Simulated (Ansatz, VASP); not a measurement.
Two plane-wave programs on Nd

```
Nd
1.0
    -2.07666    2.07666    2.07666
     2.07666   -2.07666    2.07666
     2.07666    2.07666   -2.07666
Nd
1
Direct
  0.00000 0.00000 0.00000
```

Alike in both runs: task single point; functional PBE; k mesh 14 × 14 × 14; occupations gaussian, width 0.05 eV; no spin polarisation.

|  | VASP | Ansatz |
| --- | --- | --- |
| version | VASP 6.6.1 | Ansatz 0.2.0 |
| potentials or method | VASP PAW PBE potentials, release 64 (Nd), cutoff 520 eV | scalar-relativistic, plane waves, PAW |
| valence electrons in the cell | 14 | 14 |

```csv
,VASP,Ansatz,Ansatz less VASP
pressure (GPa),-5.9,-6.1,-0.20
```

With one functional, cell and mesh, what is left measures potentials, basis and numerics.

Spin-orbit coupling is off throughout.
